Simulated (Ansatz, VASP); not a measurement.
## Two plane-wave programs on Co

File INCAR:

```
ALGO = Normal ; EDIFF = 1E-6
ENCUT = 520 ; GGA = PE
ISIF = 2 ; ISMEAR = 0
ISPIN = 2 ; LASPH = True
LCHARG = True ; LELF = True
LMAXMIX = 4 ; LORBIT = 11
LREAL = False ; LVHAR = True
LWAVE = False ; MAGMOM = 1.5 1.5 -1.5 -1.5
NBANDS = 30 ; NELM = 150
PREC = Accurate ; SIGMA = 0.05
```

Contents of KPOINTS:

```
k-points
0
Gamma
  16 16 4
```

The input POSCAR:

```
Co
1.0
    2.4937131646      0.0000000000      0.0000000000
   -1.2468565823      2.1596189503      0.0000000000
    0.0000000000      0.0000000000      8.0601803572
Co
4
Direct
    0.3333333333      0.6666666667      0.1250000000
    0.6666666667      0.3333333333      0.3750000000
    0.3333333333      0.6666666667      0.6250000000
    0.6666666667      0.3333333333      0.8750000000
```

Input for Ansatz:

```yaml
crystal:
  lattice:
    - [2.4937131646, 0.0, 0.0]
    - [-1.2468565823, 2.1596189503, 0.0]
    - [0.0, 0.0, 8.0601803572]
  atoms:
    - { symbol: Co, position: [0.3333333333, 0.6666666667, 0.125], spin: 1.5 }
    - { symbol: Co, position: [0.6666666667, 0.3333333333, 0.375], spin: 1.5 }
    - { symbol: Co, position: [0.3333333333, 0.6666666667, 0.625], spin: -1.5 }
    - { symbol: Co, position: [0.6666666667, 0.3333333333, 0.875], spin: -1.5 }
basis:
  ecutwfc: 420
  ecutrho_ratio: 4
kpoints:
  mp_grid: { grid: [16, 16, 4] }
hamiltonian:
  xc: pbe
scf:
  occupations: { method: gaussian, width: 0.05 }
  lower_state_search: "off"
output:
  forces: true
  stress: true
  eigenvalues: true
  populations: true
magnetization:
  spin_polarized: true
```

Alike in both runs: task single point; functional PBE; k mesh 16 × 16 × 4; occupations gaussian, width 0.05 eV; collinear spin.

|  | VASP | Ansatz |
| --- | --- | --- |
| version | VASP 6.6.1 | Ansatz 0.2.0 |
| potentials or method | VASP PAW PBE potentials, release 64 (Co), cutoff 520 eV | scalar-relativistic, plane waves, PAW |
| valence electrons in the cell | 36 | 68 |

```tsv
	VASP	Ansatz	Ansatz less VASP
gap on the k mesh at the Fermi level (eV)	none	none	-
pressure (GPa)	-1.8	-1.2	+0.66
traceless stress, the component that is largest in VASP (GPa)	-0.18	-0.22	-0.038
rms of the force components (eV/Å)	0.409	0.409	+0.0001
net moment per atom (μB)	0.00	0.00	0.000
size of the moment on the site where the two differ most (μB)	1.48	1.51	+0.033
```

Site moments also hang on the region over which each program counts them. Atom by atom the forces differ by 0.000 eV/Å (rms over components). A gap of «none» marks a metal or a gap that the smearing closes. VASP's potentials hold 36 valence electrons a cell and Ansatz's 68, so a difference there can come from the potentials and not from the codes.
